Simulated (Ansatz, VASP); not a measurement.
# One calculation of Gd, two programs

File INCAR:

```
ALGO = Fast
EDIFF = 1E-7
ENCUT = 520
GGA = PE
ISIF = 2
ISMEAR = 0
ISPIN = 2
LASPH = True
LCHARG = False
LDAU = True
LDAUJ = 0
LDAUL = 3
LDAUPRINT = 1
LDAUTYPE = 2
LDAUU = 6
LMAXMIX = 6
LORBIT = 11
LREAL = False
LWAVE = False
MAGMOM = 8.25 8.25
NBANDS = 29
NELM = 150
PREC = Accurate
SIGMA = 0.1
```

File KPOINTS:

```
k-points
0
Gamma
  12 12 6
```

The input POSCAR:

```
Gd
1.0
    3.6515676489      0.0000000000      0.0000000000
   -1.8257838244      3.1623503476      0.0000000000
    0.0000000000      0.0000000000      5.8528464233
Gd
2
Direct
    0.3333333333      0.6666666667      0.7500000000
    0.6666666667      0.3333333333      0.2500000000
```

Input for Ansatz:

```yaml
crystal:
  lattice:
    - [3.6515676489, 0.0, 0.0]
    - [-1.8257838244, 3.1623503476, 0.0]
    - [0.0, 0.0, 5.8528464233]
  atoms:
    - { symbol: Gd, position: [0.3333333333, 0.6666666667, 0.75], spin: 8.25 }
    - { symbol: Gd, position: [0.6666666667, 0.3333333333, 0.25], spin: 8.25 }
basis:
  ecutwfc: 420
kpoints:
  mp_grid: { grid: [12, 12, 6] }
hamiltonian:
  xc: pbe
  hubbard: { sites: [{ species: Gd, l: f, u_eff: 6.0 }] }
scf:
  occupations: { method: gaussian, width: 0.1 }
  lower_state_search: "off"
output:
  forces: true
  stress: true
  eigenvalues: true
  hubbard: { sites: [{ species: Gd, l: f }] }
  populations: true
magnetization:
  spin_polarized: true
checkpoint:
  read: start.run
  write: ck
  compress: false
  write_wavefunctions: false
  write_every: 100000
```

Alike in both runs: task single point; functional PBE; k mesh 12 × 12 × 6; occupations gaussian, width 0.1 eV; collinear spin; Hubbard terms Gd f U = 6.0 eV.

```csv
,VASP,Ansatz
version,VASP 6.6.1,Ansatz 0.2.0
potentials or method,"VASP PAW PBE potentials, release 64 (Gd), cutoff 520 eV","scalar-relativistic, plane waves, PAW"
valence electrons in the cell,36,36
```

```csv
,VASP,Ansatz,Ansatz less VASP
gap on the k mesh at the Fermi level (eV),none,none,-
pressure (GPa),0.2,0.0,-0.16
"traceless stress, the component that is largest in VASP (GPa)",0.03,0.07,+0.035
net moment per atom (μB),7.78,7.79,+0.011
size of the moment on the site where the two differ most (μB),7.11,7.49,+0.381
```

Site moments also hang on the region over which each program counts them. The programs project onto different local orbitals, so the same U acts differently, and such runs can settle in different states. A gap of «none» marks a metal or a gap that the smearing closes. Ansatz's warnings: filled band counts differ across k points.

Spin-orbit coupling is off throughout.
